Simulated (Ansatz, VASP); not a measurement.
# One calculation of InP, two programs

POSCAR

```
InP
1.0
    0.0000000000      2.9305000000      2.8865425000
    2.9305000000      0.0000000000      2.8865425000
    2.9305000000      2.9305000000      0.0000000000
In P
1 1
Direct
    0.0000000000      0.0000000000      0.0000000000
    0.7500000000      0.7500000000      0.7500000000
```

INCAR.step1

```
SYSTEM = InP
ALGO = Normal
EDIFF = 1E-4
ENCUT = 520
GGA = PE
ISMEAR = 0
LASPH = .True.
LCHARG = .False.
LREAL = .False.
LWAVE = .True.
NBANDS = 16
NELM = 80
PREC = Accurate
SIGMA = 0.05
```

File INCAR.step2:

```
SYSTEM = InP
ALGO = Normal
EDIFF = 1E-6
ENCUT = 520
ISIF = 2
ISMEAR = 0
ISTART = 1
LASPH = .True.
LCHARG = .False.
LMIXTAU = .True.
LREAL = .False.
LWAVE = .False.
METAGGA = R2SCAN
NBANDS = 16
NELM = 80
PREC = Accurate
SIGMA = 0.05
```

Contents of KPOINTS:

```
k-points
0
Gamma
  8 8 8
  0 0 0
```

Input for Ansatz:

```yaml
crystal:
  lattice:
    - [0.0, 2.9305, 2.8865425]
    - [2.9305, 0.0, 2.8865425]
    - [2.9305, 2.9305, 0.0]
  atoms:
    - { symbol: In, position: [0.0, 0.0, 0.0] }
    - { symbol: P, position: [0.75, 0.75, 0.75] }
basis:
  ecutwfc: 500
kpoints:
  mp_grid: { grid: [8, 8, 8] }
hamiltonian:
  xc: r2scan
scf:
  occupations: { method: gaussian, width: 0.05 }
output:
  forces: true
  stress: true
  eigenvalues: true
```

Change from the starting cell: strain +0.000 along x and y, -0.015 along z, atoms carried along.

Alike in both runs: task single point; functional r2SCAN; k mesh 8 × 8 × 8; occupations gaussian, width 0.05 eV; no spin polarisation.

```csv
,VASP,Ansatz
version,VASP 6.6.1,Ansatz 0.2.0
potentials or method,"VASP PAW PBE potentials, release 64 (In_d, P), cutoff 520 eV","scalar-relativistic, plane waves, PAW"
valence electrons in the cell,18,18
```

|  | VASP | Ansatz | Ansatz less VASP |
| --- | --- | --- | --- |
| gap on the k mesh at the Fermi level (eV) | 1.21 | 1.20 | -0.005 |
| least direct gap on the mesh (eV) | 1.21 | 1.20 | -0.005 |
| pressure (GPa) | 2.8 | 2.9 | +0.11 |
| traceless stress, the component that is largest in VASP (GPa) | 0.42 | 0.42 | -0.004 |

VASP's potentials were made for PBE, not for r2SCAN. The functional is the same, so the differences come from potentials, cutoffs and numerics.
